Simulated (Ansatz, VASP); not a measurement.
# OsBr3: VASP beside Ansatz

```
CELL_PARAMETERS angstrom
5.13187 0.00000 0.00000
0.00000 5.13187 0.00000
0.00000 0.00000 5.13187
ATOMIC_POSITIONS crystal
Os 0.00000 0.00000 0.00000
Br 0.50000 0.00000 0.00000
Br 0.00000 0.00000 0.50000
Br 0.00000 0.50000 0.00000
```

Alike in both runs: task single point; functional PBE; k mesh 6 × 6 × 6; occupations gaussian, width 0.05 eV; collinear spin; Hubbard terms Os d U = 2.0 eV.

|  | VASP | Ansatz |
| --- | --- | --- |
| version | VASP 6.6.1 | Ansatz 0.2.0 |
| potentials or method | VASP PAW PBE potentials, release 64 (Os, Br), cutoff 520 eV | scalar-relativistic, plane waves, PAW |
| valence electrons in the cell | 29 | 37 |

VASP gave:

| Quantity | Value |
| --- | --- |
| gap on the k mesh at the Fermi level (eV) | none |
| pressure (GPa) | 1.2 |
| net moment per atom (μB) | 0.84 |
| size of the moment on the site where the two differ most (μB) | 2.93 |

Problem. Which values does Ansatz return?

Solution. gap on the k mesh at the Fermi level (eV): none; pressure (GPa): 0.1; net moment per atom (μB): 0.66; size of the moment on the site where the two differ most (μB): 1.74.

The net moments are unlike, so the other rows may belong to different states. Site moments also hang on the region over which each program counts them. The programs project onto different local orbitals, so the same U acts differently, and such runs can settle in different states. A gap of «none» marks a metal or a gap that the smearing closes. VASP's potentials hold 29 valence electrons a cell and Ansatz's 37, so a difference there can come from the potentials and not from the codes. Ansatz's warnings: filled band counts differ across k points, stability check not made.

Neither program's run includes spin-orbit coupling.
